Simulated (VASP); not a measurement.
Write the native input for VASP 6.6.1 that does the following.

```
Task                   : single point
Functional             : LDA
Potentials or basis    : VASP PAW LDA potentials, release 64 (Si, C)
Cutoff                 : 520 eV
k mesh                 : 2 × 2 × 2
Occupations            : fermi-dirac, width 0.002 eV
Spin                   : collinear spin, zero start
Starting moments       : [0.0, 0.0, 0.0, 0.0, 0.0, 0.0, 0.0, 0.0, 0.0, 0.0, 0.0, 0.0, 0.0, 0.0, 0.0, 0.0, 0.0] μB
Dipole correction      : no
Further INCAR settings : LREAL = Auto; ALGO = Normal; EDIFF = 1e-06; NBANDS = 52
```

The structure of Si16C (a cell with a defect) lies in POSCAR:

```
Si16C
1.0
    0.0000000000      5.4300000000      5.4300000000
    5.4300000000      0.0000000000      5.4300000000
    5.4300000000      5.4300000000      0.0000000000
Si C
16 1
Direct
   -0.0539410681      0.0388397790      0.0018232044
    0.1268232044      0.0950920810      0.1353683241
    0.0679650092     -0.0463812155      0.4982412523
    0.1114364641      0.1543830571      0.6175506446
    0.0591252302      0.4582965009      0.0216850829
    0.0551012891      0.6658195212      0.1737753223
   -0.0756353591      0.5184530387      0.5473296501
    0.1243922652      0.5754419890      0.6541160221
    0.5212707182     -0.0124309392     -0.0168324125
    0.5739779006      0.1704419890      0.1247145488
    0.4870626151      0.0146869245      0.5094751381
    0.6886556169      0.0765009208      0.6209760589
    0.3954788214      0.5301381215      0.0424769797
    0.7101197053      0.6222744015      0.0648895028
    0.5016850829      0.4163259669      0.4890883978
    0.5369429098      0.6280478821      0.6622467772
    0.5403867403      0.4576979742      0.2212154696
```

These files were run (other wordings do the same):

INCAR

```
ALGO = Normal
EDIFF = 1E-6
ENCUT = 520
GGA = CA
ISIF = 2
ISMEAR = -1
ISPIN = 2
LASPH = True
LCHARG = True
LELF = True
LORBIT = 11
LREAL = Auto
LVHAR = True
LWAVE = False
MAGMOM = 0 0 0 0 0 0 0 0 0 0 0 0 0 0 0 0 0
NBANDS = 52
NELM = 150
PREC = Accurate
SIGMA = 0.002
```

KPOINTS

```
k-points
0
Gamma
  2 2 2
```

Potentials or basis: VASP PAW LDA potentials, release 64 (Si, C).

Launch:

```console
$ cat potpaw_LDA.64/Si/POTCAR potpaw_LDA.64/C/POTCAR > POTCAR
$ mpirun -np 1 vasp_std > vasp.out
```

Results of the run:

- Pressure: -1.2 GPa
- Largest force: 2.294 eV/Å
- Band gap on the k mesh: zero (filled and empty bands overlap)
- Net moment: 0.00 μB per cell
- Valence electrons inside the program's atomic spheres: Si 1.68, 1.69, 1.73, 1.74, 1.66, 1.67, 1.65, 1.72, 1.70, 1.62 (each value once); C 2.45

Caveat: the k points lie up to 0.50 Å⁻¹ apart.

Wall time 6 min on 1 thread of AMD EPYC 9R45 96-Core Processor (Zen 5), with other jobs on the host, peak memory 0.45 GiB.
